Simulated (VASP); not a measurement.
# Pt (Cmce) in VASP: a series of runs, part 2 of 2

VASP 6.6.1.

## Step 4: Relaxation of cell and atoms, PBE

This run uses another cell than the first one, of 16.54 Å³/atom, 0.993 times its volume.

Input file INCAR:

```
PREC = Accurate
ENCUT = 600
EDIFF = 1E-7
ISMEAR = 0
SIGMA = 0.1
LREAL = F
LASPH = T
NELM = 100
ALGO = Normal
ISIF = 3
LWAVE = F
LCHARG = F
GGA = PE
IBRION = 2
NSW = 90
EDIFFG = -0.04
```

Input file KPOINTS:

```
Automatic mesh
0
Gamma
  6 6 4
```

Input file POSCAR:

```
Pt
1.0
    1.5794096832     -5.0102119859      0.0000000000
    1.5794096832      5.0102119859      0.0000000000
    0.0000000000      0.0000000000      4.1799482854
Pt
4
Direct
    0.0980000000      0.9020000000      0.9100000000
    0.5980000000      0.4020000000      0.5900000000
    0.9020000000      0.0980000000      0.0900000000
    0.4020000000      0.5980000000      0.4100000000
```

Potentials or basis: VASP PAW PBE potentials, release 64 (Pt).

The run is started by

```
$ cat potpaw_PBE.64/Pt/POTCAR > POTCAR
$ mpirun -np 1 vasp_std > vasp.out
```

OUTCAR:

```text
PREC = Accurate
   ENCUT = 600
   EDIFF = 1E-7
   ISMEAR = 0
   LREAL = F
   LASPH = T
   NELM = 100
   ISIF = 3
   GGA = PE
   IBRION = 2
   NSW = 90
   EDIFFG = -0.04

 ion  position               nearest neighbor table
   1  0.098  0.902  0.910-   2 2.07   2 2.07   3 2.10   2 3.25   2 3.25   4 3.27   4 3.27   4 3.27
                             4 3.27
   2  0.598  0.402  0.590-   1 2.07   1 2.07   4 2.10   1 3.25   1 3.25   3 3.27   3 3.27   3 3.27
                             3 3.27
   3  0.902  0.098  0.090-   4 2.07   4 2.07   1 2.10   4 3.25   4 3.25   2 3.27   2 3.27   2 3.27
                             2 3.27
   4  0.402  0.598  0.410-   3 2.07   3 2.07   2 2.10   3 3.25   3 3.25   1 3.27   1 3.27   1 3.27
                             1 3.27

  LATTYP: Found a base centered orthorhombic cell.
 ALAT       =     3.1588193664
 B/A-ratio  =     3.1722054380
[... 198 lines left out ...]
  Total       74.9296654     44.0654716     56.1328370      0.0000000      0.0000000      0.0000000
  in kB     1814.7323166   1067.2279802   1359.4892336      0.0000000      0.0000000      0.0000000
  external PRESSURE =    1413.8165101 kB  Pullay stress =       0.0000000 kB
[... 1410 lines left out ...]
     23       2.8007      0.00000
     24       3.2740      0.00000

 [... further k-points ...]

[... ionic steps 4 to 26 ...]

--------------------------------------- Ionic step       27  -------------------------------------------

 number of electron      40.0000006 magnetization

------------------------ aborting loop because EDIFF is reached ----------------------------------------
[... 728 lines left out ...]
--------------------------------------- Ionic step       29  -------------------------------------------

 number of electron      40.0000007 magnetization

 Free energy of the ion-electron system (eV)
  ---------------------------------------------------
  ext. energy  EPLUGINS =         0.00000000
  ---------------------------------------------------
  free energy    TOTEN  =       -24.24349407 eV

  energy without entropy =      -24.22342836  energy(sigma->0) =      -24.23346121

 E-fermi :   9.9828     XC(G=0): -12.9975

 val. band max:        9.9797936293   @ k =  -0.3333   0.3333   0.2500
 cond. band min:       9.9899515868   @ k =  -0.3333   0.1667   0.0000
 fundamental gap:      0.0101579574
 Fermi energy:         9.9828004341
[... 679 lines left out ...]
  FREE ENERGIE OF THE ION-ELECTRON SYSTEM (eV)
  ---------------------------------------------------
  free  energy   TOTEN  =       -24.2434940656 eV

  energy  without entropy=      -24.2234283624  energy(sigma->0) =      -24.23346121

 reached required accuracy - stopping structural energy minimisation
```

OSZICAR:

```text
N       E                     dE             d eps       ncg     rms          rms(c)
DAV:   1     0.298148475067E+03    0.29815E+03   -0.22791E+04  1872   0.179E+03
DAV:   2     0.299183836216E+01   -0.29516E+03   -0.28782E+03  2192   0.361E+02
DAV:   3    -0.801950898607E+01   -0.11011E+02   -0.10626E+02  2192   0.647E+01
DAV:   4    -0.816164127593E+01   -0.14213E+00   -0.14201E+00  2024   0.748E+00
[... 338 lines left out ...]
DAV:   3    -0.242435198145E+02    0.24277E-03   -0.59253E-04  2040   0.160E-01    0.668E-02
DAV:   4    -0.242434949794E+02    0.24835E-04   -0.62632E-05  2032   0.483E-02    0.129E-02
DAV:   5    -0.242434943578E+02    0.62154E-06   -0.31072E-06  2056   0.108E-02    0.494E-03
DAV:   6    -0.242434940916E+02    0.26628E-06   -0.23582E-07  1464   0.327E-03    0.864E-04
DAV:   7    -0.242434940656E+02    0.25922E-07   -0.20007E-08  1000   0.919E-04
  29 F= -.24243494E+02 E0= -.24233461E+02  d E =-.898637E-03
```

Run time: 15 min. Hardware: 1 thread of Intel Xeon 6975P-C (Granite Rapids), shared host; peak memory 0.29 GiB.

Results:

* Free energy: -24.2435 eV
* Relaxed volume: 16.24 Å³/atom
* Relaxed cell: a = 5.200 Å, b = 5.200 Å, c = 4.744 Å, α = 90.00°, β = 90.00°, γ = 149.57°
* Space group after relaxing (to 0.05 Å): Fmmm (No. 69)
* Energy gained by relaxing: 4395.2 meV/atom
* Ionic steps: 29
* Pressure after relaxing: -0.1 GPa
* Largest force after relaxing: 0.037 eV/Å

Forces on the atoms (eV/Å):
```
Pt   0.000 -0.006  0.037
Pt   0.000 -0.006 -0.037
Pt   0.000  0.006 -0.037
Pt   0.000  0.006  0.037
```

Step by step:
| step | energy change (eV) | largest force (eV/Å) | pressure (GPa) | volume (Å³) |
| --- | --- | --- | --- | --- |
| 1 | 0.0000 | 18.9765 | 141.38 | 66.15 |
| 2 | 3.1812 | 0.9565 | -9.05 | 323.44 |
| 3 | 0.6709 | 1.0974 | -6.90 | 261.74 |
| 4 | -0.2433 | 1.1069 | -7.45 | 234.72 |
| 5 | -7.1794 | 0.3897 | -20.59 | 133.42 |
| 6 | -12.8988 | 0.1072 | -25.57 | 95.96 |
| 7 | -14.8118 | 1.8210 | -12.45 | 80.16 |
| 8 | -14.8331 | 2.8267 | -4.10 | 76.42 |
| 9 | -14.8596 | 2.3751 | -7.92 | 77.94 |
| 10 | -14.8588 | 2.4447 | -7.34 | 77.69 |
| 11 | -15.9241 | 1.9121 | -2.85 | 70.59 |
| 12 | -16.1133 | 1.2343 | 10.10 | 65.43 |
| 13 | -16.1413 | 1.4911 | 5.35 | 66.84 |
| 14 | -16.6243 | 0.1066 | 5.43 | 65.52 |
| 15 | -16.6813 | 0.7983 | 7.52 | 64.87 |
| 16 | -16.9123 | 0.4084 | -2.65 | 67.26 |
| 17 | -16.9249 | 0.2928 | -5.32 | 68.07 |
| 18 | -17.0344 | 0.1816 | -2.65 | 66.90 |
| 19 | -17.1032 | 0.1081 | 1.43 | 65.48 |
| 20 | -17.2100 | 0.2218 | 1.56 | 65.12 |
| 21 | -17.4871 | 0.4592 | 4.19 | 63.91 |
| 22 | -15.8810 | 0.6928 | 33.14 | 60.70 |
| 23 | -17.4985 | 0.4742 | 4.88 | 63.73 |
| 24 | -17.5004 | 0.4922 | 5.57 | 63.58 |
| 25 | -17.5617 | 0.3152 | -0.09 | 65.02 |
| 26 | -17.5633 | 0.2847 | -1.08 | 65.31 |
| 27 | -17.5755 | 0.1875 | -0.38 | 65.07 |
| 28 | -17.5800 | 0.0826 | 0.44 | 64.83 |
| 29 | -17.5809 | 0.0375 | -0.12 | 64.97 |

Final structure:
```
CELL_PARAMETERS angstrom
1.36475 -5.01792 0.00000
1.36475 5.01792 0.00000
0.00000 0.00000 4.74357
ATOMIC_POSITIONS crystal
Pt 0.13047 0.86953 0.99966
Pt 0.63047 0.36953 0.50034
Pt 0.86953 0.13047 0.00034
Pt 0.36953 0.63047 0.49966
```

Levels at points of the mesh, in eV from the Fermi level:
```tsv
k point	band 17	band 18	band 19	band 20	band 21	band 22	band 23	band 24
(0.00, 0.00, 0.00)	-0.96	-0.84	-0.42	-0.17	0.44	0.53	0.92	4.26
(0.50, 0.00, 0.00)	-1.34	-1.34	0.08	0.08	2.40	2.40	4.50	4.50
(0.50, 0.50, 0.00)	-1.20	-0.74	-0.17	0.27	0.35	0.62	2.79	3.42
(0.00, 0.00, 0.50)	-1.57	-1.57	-1.11	-1.11	-1.08	-1.08	3.14	3.14
(0.50, 0.00, 0.50)	0.45	0.45	0.53	0.53	2.07	2.07	3.15	3.15
(0.50, 0.50, 0.50)	-1.47	-1.47	-1.37	-1.37	-1.35	-1.35	0.05	0.05
```

Caveat: the k points lie up to 0.40 Å⁻¹ apart in the final cell; the bands computed are all filled at some k points, so no gap is given; spin-orbit coupling is left out, which moves the levels of the heavy elements.

## Step 5: Overview

| task | cell | cutoff (eV) | gap on the mesh (eV) | pressure (GPa) | largest force (eV/Å) |
| --- | --- | --- | --- | --- | --- |
| single point | a = 4.214, b = 4.214, c = 4.288 Å, angles 90.0, 90.0, 118.9°, 4 atoms | 520 | none | 33.6 | 2.22 |
| single point | a = 5.253, b = 5.253, c = 4.180 Å, angles 90.0, 90.0, 145.0°, 4 atoms | 520 | none | 141.3 | 18.98 |
| relaxation of cell and atoms | relaxed from a = 5.253, b = 5.253, c = 4.180 Å, angles 90.0, 90.0, 145.0°, 4 atoms | 600 | - | -0.1 | 0.04 |

Alike in all rows: level PBE; potentials or basis VASP PAW PBE potentials, release 64 (Pt); no spin polarisation; k mesh 6 × 6 × 4; smearing gaussian 0.1 eV.

Caveats: all runs use coarse meshes; spin-orbit coupling is left out, which moves the levels of the heavy elements; forces of over 1 eV/Å act on the atoms, so gaps and moduli don't describe the material at rest (some runs); the bands computed are all filled at some k points, so no gap is given (some runs).

Absolute energies hang on the potentials; compare differences alone.
